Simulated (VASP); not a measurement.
A run of VASP 6.6.1:

INCAR

```
ALGO     = Fast           # electronic algorithm
EDIFF    = 1E-6           # SCF threshold, eV
ENCUT    = 520            # plane-wave cutoff, eV
GGA      = PE             # functional
ISIF     = 2              # what is computed and relaxed
ISMEAR   = 0              # smearing method
LASPH    = True           # aspherical terms in the spheres
LCHARG   = False          # write CHGCAR
LREAL    = False          # projectors in reciprocal space
LWAVE    = False          # write WAVECAR
NBANDS   = 35             # bands
NELM     = 80             # most SCF steps
PREC     = Accurate       # precision mode
SIGMA    = 0.1            # smearing width, eV
```

KPOINTS

```
k-points
0
Gamma
  6 6 2
```

Contents of POSCAR:

```
Ge2TeO3
1.0
    3.2958128446      0.0000000000      0.0000000000
    0.0000000000      3.2958128446      0.0000000000
    0.0000000000      0.0000000000      9.1483473047
Ge Te O
2 1 3
Direct
    0.5000000000      0.0000000000      0.6297170496
    0.0000000000      0.5000000000      0.3702829504
    0.5000000000      0.5000000000      0.0000000000
    0.5000000000      0.0000000000      0.4205538790
    0.0000000000      0.5000000000      0.5794461210
    0.0000000000      0.0000000000      0.0000000000
```

Potentials or basis: VASP PAW PBE potentials, release 64 (Ge_d, Te, O).

Command:

```bash
$ cat potpaw_PBE.64/Ge_d/POTCAR potpaw_PBE.64/Te/POTCAR potpaw_PBE.64/O/POTCAR > POTCAR
$ mpirun -np 1 vasp_std > vasp.out
```

Hardware: 1 thread of Oxide Virtual Turin-like Processor, on a shared host.

How long does it take, and how much memory?

Run time: 3.2 min on 1 thread of Oxide Virtual Turin-like Processor (shared host), peak memory 0.22 GiB. Counts: scf iterations 16, k points 20.
